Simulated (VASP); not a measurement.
# C15N (a cell with a defect) (Diamond) in VASP: further runs, part 2 of 2

VASP 6.6.1. The steps go on from the part before.

### 3 Relaxation of the atoms, PBE

Contents of INCAR:

```
PREC     = Accurate       # precision mode
ENCUT    = 520            # plane-wave cutoff, eV
EDIFF    = 1E-7           # SCF threshold, eV
ISMEAR   = 0              # smearing method
SIGMA    = 0.01           # smearing width, eV
LREAL    = Auto         
LASPH    = True           # aspherical terms in the spheres
NELM     = 80             # most SCF steps
ALGO     = Normal         # electronic algorithm
ISIF     = 2              # what is computed and relaxed
LWAVE    = False          # write WAVECAR
LCHARG   = False          # write CHGCAR
GGA      = PE             # functional
IBRION   = 2              # ionic algorithm
NSW      = 65             # ionic steps
EDIFFG   = -0.025         # ionic threshold
NELECT   = 64.0
```

Contents of KPOINTS:

```
regular mesh
0
Gamma
  3 3 3
```

Contents of POSCAR:

```
C15N
1.0
    0.0000000000      3.5714737334     -3.5714737334
    3.5714737334      3.5714737334      0.0000000000
    3.5714737334      0.0000000000     -3.5714737334
N C
1 15
Direct
    0.5000000000      0.5000000000      0.5000000000
    0.4999710301      0.0000289699      0.4999710301
    1.0000289699      0.4999710301      0.4999710301
    1.0000289699      0.0000289699      0.4999710301
    0.4999710301      0.4999710301      1.0000289699
    0.4999710301      0.0000289699      1.0000289699
    1.0000289699      0.4999710301      1.0000289699
    1.0000000000      0.0000000000      1.0000000000
    0.3700594361      0.3700594361      0.3700594361
    0.3700594361      0.8898216916      0.3700594361
    0.8898216916      0.3700594361      0.3700594361
    0.8749113714      0.8749113714      0.3752658857
    0.3700594361      0.3700594361      0.8898216916
    0.3752658857      0.8749113714      0.8749113714
    0.8749113714      0.3752658857      0.8749113714
    0.8749113714      0.8749113714      0.8749113714
```

Potentials or basis: VASP PAW PBE potentials, release 64 (N, C).

The run is started by

```console
$ cat potpaw_PBE.64/N/POTCAR potpaw_PBE.64/C/POTCAR > POTCAR
$ mpirun -np 1 vasp_std > vasp.out
```

Wall time 2.1 min (1 thread of AMD EPYC 9R14 (Zen 4), shared host); peak memory 0.2 GiB.

Results (log left out):

- Free energy: -153.7761 eV
- Energy gained by relaxing: 12.3 meV/atom
- Ionic steps: 8

Forces in eV/Å, atoms in the order of the input:
```
N    0.000  0.000  0.000
C    0.000  0.000  0.000
C    0.000  0.000  0.000
C    0.000  0.000  0.000
C    0.000  0.000  0.000
C    0.000  0.000  0.000
C    0.000  0.000  0.000
C    0.000  0.000  0.000
C    0.000  0.000  0.000
C    0.000  0.000  0.000
C    0.000  0.000  0.000
C   -0.001  0.001  0.001
C    0.000  0.000  0.000
C    0.001 -0.001  0.001
C   -0.001 -0.001 -0.001
C    0.001  0.001 -0.001
```

Step by step:
```
step  energy change (eV)  largest force (eV/Å)  pressure (GPa)
   1              0.0000                1.9981          -24.62
   2              0.2286                2.8430          -26.26
   3             -0.1922                0.3711          -26.24
   4             -0.1858                0.5627          -26.38
   5             -0.1974                0.0349          -26.32
   6             -0.1974                0.0353          -26.32
   7             -0.1974                0.0426          -26.29
   8             -0.1975                0.0023          -26.31
```

Final structure:
```
CELL_PARAMETERS angstrom
0.00000 3.57147 -3.57147
3.57147 3.57147 0.00000
3.57147 0.00000 -3.57147
ATOMIC_POSITIONS crystal
N 0.50000 0.50000 0.50000
C 0.50181 0.99819 0.50181
C 0.99819 0.50181 0.50181
C 0.99819 0.99819 0.50181
C 0.50181 0.50181 0.99819
C 0.50181 0.99819 0.99819
C 0.99819 0.50181 0.99819
C 0.00000 0.00000 0.00000
C 0.37345 0.37345 0.37345
C 0.37345 0.87966 0.37345
C 0.87966 0.37345 0.37345
C 0.87535 0.87535 0.37394
C 0.37345 0.37345 0.87966
C 0.37394 0.87535 0.87535
C 0.87535 0.37394 0.87535
C 0.87535 0.87535 0.87535
```

Levels at points of the mesh, in eV from the Fermi level:
```csv
k point,band 30,band 31,band 32,band 33,band 34,band 35
"(0.00, 0.00, 0.00)",-0.10,-0.10,-0.10,2.58,4.63,4.63
```

Caveat: the k points lie up to 0.51 Å⁻¹ apart; the cell carries a net charge on a neutralising background, which shifts energy and pressure; the cell is charged against a uniform background, so pressure and absolute levels hang on convention.

### 4 Relaxation of the atoms, PBE, collinear spin

Contents of INCAR:

```
SYSTEM = C15N
  PREC = Accurate
  ENCUT = 520
  EDIFF = 1E-7
  ISMEAR = 0
  SIGMA = 0.01
  LREAL = .False.
  LASPH = .True.
  NELM = 200
  ALGO = Normal
  ISIF = 2
  LWAVE = .False.
  LCHARG = .False.
  ISPIN = 2
  MAGMOM = 0.2 0 0 0 0 0 0 0 0.2 0.2 0.2 0 0.2 0 0 0
  LORBIT = 11
  GGA = PE
  IBRION = 2
  NSW = 65
  EDIFFG = -0.025
  GGA_COMPAT = .False.
  NELMIN = 4
  KPAR = 4
```

Contents of KPOINTS:

```
regular mesh
0
Gamma
  3 3 3
  0 0 0
```

Contents of POSCAR:

```
C15N
1.0
    0.0000000000      3.5714737334     -3.5714737334
    3.5714737334      3.5714737334      0.0000000000
    3.5714737334      0.0000000000     -3.5714737334
N C
1 15
Direct
    0.5029909845      0.4912616822      0.5015120972
    0.5000000000      0.0000000000      0.5000000000
    1.0000000000      0.5000000000      0.5000000000
    1.0000000000      0.0000000000      0.5000000000
    0.5000000000      0.5000000000      1.0000000000
    0.5000000000      0.0000000000      1.0000000000
    1.0000000000      0.5000000000      1.0000000000
    1.0000000000      0.0000000000      1.0000000000
    0.3652112579      0.3901275129      0.3728531262
    0.3870611550      0.8543732994      0.3776402694
    0.8637587922      0.3513775972      0.3917309995
    0.8750000000      0.8750000000      0.3750000000
    0.3654326065      0.3673779326      0.8852532473
    0.3750000000      0.8750000000      0.8750000000
    0.8750000000      0.3750000000      0.8750000000
    0.8750000000      0.8750000000      0.8750000000
```

Potentials or basis: VASP PAW PBE potentials, release 64 (N, C).

The run is started by

```console
$ cat potpaw_PBE.64/N/POTCAR potpaw_PBE.64/C/POTCAR > POTCAR
$ mpirun -np 4 vasp_std > vasp.out
```

OUTCAR:

```text
SYSTEM = C15N
   PREC = Accurate
   ENCUT = 520
   EDIFF = 1E-7
   ISMEAR = 0
   LREAL = .False.
   LASPH = .True.
   NELM = 200
   ISIF = 2
   ISPIN = 2
   LORBIT = 11
   GGA = PE
   IBRION = 2
   NSW = 65
   EDIFFG = -0.025
   NELMIN = 4

 ion  position               nearest neighbor table
   1  0.503  0.491  0.502-  11 1.49  10 1.50   9 1.52  13 1.58
   2  0.500  0.000  0.500-  12 1.55  14 1.55  10 1.57   9 1.61
   3  0.000  0.500  0.500-   9 1.51  12 1.55  15 1.55  11 1.62
   4  0.000  0.000  0.500-  11 1.45  12 1.55  16 1.55  10 1.60
   5  0.500  0.500  0.000-   9 1.54  14 1.55  15 1.55  13 1.58
   6  0.500  0.000  0.000-  13 1.52  14 1.55  16 1.55  10 1.56
[... 8 lines left out ...]
  15  0.875  0.375  0.875-   7 1.55   5 1.55   3 1.55   8 1.55
  16  0.875  0.875  0.875-   8 1.55   6 1.55   7 1.55   4 1.55

  LATTYP: Found a face centered cubic cell.
 ALAT       =     7.1429474668

  Lattice vectors:

 A1 = (   0.0000000000,   3.5714737334,  -3.5714737334)
 A2 = (   3.5714737334,   3.5714737334,   0.0000000000)
 A3 = (   3.5714737334,   0.0000000000,  -3.5714737334)

Analysis of symmetry for initial positions (statically):
=====================================================================
 Subroutine PRICEL returns:
 Original cell was already a primitive cell.

 Routine SETGRP: Setting up the symmetry group for a
 face centered cubic supercell.

 Subroutine GETGRP returns: Found  1 space group operations
 (whereof  1 operations were pure point group operations)
 out of a pool of 48 trial point group operations.
[... 454 lines left out ...]
  ext. energy  EPLUGINS =         0.00000000
  ---------------------------------------------------
  free energy    TOTEN  =      -140.76303504 eV

  energy without entropy =     -140.76282607  energy(sigma->0) =     -140.76293056

 E-fermi :  12.9384     XC(G=0): -13.2546

 val. band max:       12.7803867714   @ k =   0.0000   0.3333   0.3333
 cond. band min:      12.9383645338   @ k =   0.0000   0.0000   0.3333
 fundamental gap:      0.1579777624
 Fermi energy:        12.9383644619

 spin component 1

 k-point     1 :       0.0000    0.0000    0.0000
  band No.  band energies     occupation
      1     -12.2953      1.00000
      2      -8.1200      1.00000
      3      -6.2431      1.00000
      4      -6.2428      1.00000
      5      -6.0345      1.00000
      6      -4.7510      1.00000
[... 619 lines left out ...]
     41      18.4035      0.00000
     42      18.7448      0.00000
 Fermi energy:        12.9383644619

 spin component 2

 k-point     1 :       0.0000    0.0000    0.0000
  band No.  band energies     occupation
      1     -12.3017      1.00000
      2      -8.1315      1.00000
      3      -6.2451      1.00000
      4      -6.2448      1.00000
      5      -6.0392      1.00000
      6      -4.7595      1.00000
[... 662 lines left out ...]
  FREE ENERGIE OF THE ION-ELECTRON SYSTEM (eV)
  ---------------------------------------------------
  free  energy   TOTEN  =      -140.7630350434 eV

  energy  without entropy=     -140.7628260744  energy(sigma->0) =     -140.76293056

 reached required accuracy - stopping structural energy minimisation

 total charge

# of ion       s       p       d       tot
------------------------------------------
    1        1.249   2.582   0.000   3.832
    2        0.829   1.734   0.000   2.563
    3        0.829   1.734   0.000   2.563
    4        0.829   1.734   0.000   2.563
    5        0.833   1.770   0.000   2.603
    6        0.833   1.770   0.000   2.603
[... 8 lines left out ...]
   15        0.829   1.738   0.000   2.567
   16        0.829   1.738   0.000   2.567
--------------------------------------------------
tot         13.727  28.607   0.000  42.334

 magnetization (x)

# of ion       s       p       d       tot
------------------------------------------
    1       -0.002  -0.007   0.000  -0.009
    2        0.000   0.000   0.000   0.000
    3        0.000   0.000   0.000   0.000
    4        0.000   0.000   0.000   0.000
    5       -0.000   0.000   0.000   0.000
    6       -0.000   0.000   0.000   0.000
[... 8 lines left out ...]
   15       -0.000  -0.000   0.000  -0.000
   16       -0.000  -0.000   0.000  -0.000
--------------------------------------------------
tot         -0.007  -0.013   0.000  -0.020
```

Wall time 67 min (4 MPI ranks of AMD EPYC 7R13 (Zen 3), shared host); peak memory 0.29 GiB.

The run converged, but its numbers aren't listed here, since they failed a check.

Caveat: the k points lie up to 0.51 Å⁻¹ apart.
